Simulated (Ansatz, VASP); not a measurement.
**Two plane-wave programs on SiO3**

```xyz
4
Lattice="-2.0429 2.0429 2.0429 2.0429 -2.0429 2.0429 2.0429 2.0429 -2.0429" Properties=species:S:1:pos:R:3 pbc="T T T"
Si    0.0000    0.0000    0.0000
O     2.0429    0.0000    0.0000
O     0.0000    2.0429    0.0000
O     0.0000    0.0000    2.0429
```

Alike in both runs: functional PBE; k mesh 6 × 6 × 6; occupations gaussian, width 0.2 eV; no spin polarisation.

Ansatz relaxed the structure, and its values are those at the end. VASP's run is a single point on that final structure, the one shown.

|  | VASP | Ansatz |
| --- | --- | --- |
| version | VASP 6.6.1 | Ansatz 0.2.0 |
| potentials or method | VASP PAW PBE potentials, release 64 (Si, O), cutoff 600 eV | scalar-relativistic, plane waves, PAW |
| valence electrons in the cell | 22 | 22 |

```tsv
	VASP	Ansatz	Ansatz less VASP
gap on the k mesh at the Fermi level (eV)	none	none	-
pressure (GPa)	-0.2	0.0	+0.17
```

A gap of «none» marks a metal or a gap that the smearing closes. With one functional, cell and mesh, what is left measures potentials, basis and numerics.

The k mesh is coarse, so the values compare programs but aren't converged.
